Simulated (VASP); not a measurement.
**N: single point with LDA**

Crystal: N.

```xyz
1
Lattice="-0.2497 1.3526 1.3780 1.5494 -0.1945 1.3228 1.5642 1.3122 -0.2093" Properties=species:S:1:pos:R:3 pbc="T T T"
N     0.0000    0.0000    0.0000
```

| Property | Result |
| --- | --- |
| Program | VASP 6.6.1 |
| Task | single point |
| Functional | LDA |
| Potentials or basis | VASP PAW LDA potentials, release 64 (N) |
| Cutoff | 520 eV |
| k mesh | 18 × 18 × 18 |
| Occupations | gaussian, width 0.15 eV |
| Spin | no spin polarisation |
| Dipole correction | no |
| Further INCAR settings | ALGO = Normal; EDIFF = 1e-07; NBANDS = 8 |

| Item | Value |
| --- | --- |
| Pressure | -1.9 GPa |
| Band gap on the k mesh | zero (an odd number of electrons rules out a gap without spin polarisation) |

Stress tensor (GPa, compression positive):
```
 21.85 -26.41 -23.82
-26.41 -12.59 -21.14
-23.82 -21.14 -14.98
```

Levels at points of the mesh, in eV from the Fermi level:
```csv
k point,band 1,band 2,band 3,band 4,band 5,band 6
"(0.00, 0.00, 0.00)",-21.11,3.90,3.97,5.68,24.10,28.46
"(0.50, 0.00, 0.00)",-14.41,-9.51,4.66,4.76,26.44,27.69
"(0.00, 0.50, 0.00)",-14.02,-9.25,2.41,5.28,21.81,27.75
"(0.50, 0.50, 0.00)",-9.21,-6.88,-2.57,2.54,13.04,21.91
"(0.00, 0.00, 0.50)",-14.22,-9.30,2.60,5.47,22.34,27.52
"(0.50, 0.00, 0.50)",-9.05,-6.59,-3.00,2.48,12.54,21.74
"(0.00, 0.50, 0.50)",-12.25,-8.56,0.03,4.20,16.53,25.02
"(0.50, 0.50, 0.50)",-9.48,-7.76,-0.55,2.56,16.62,25.58
```

Wall time 86 s on 1 thread of Intel Xeon 8259CL (shared host), peak memory 0.23 GiB.
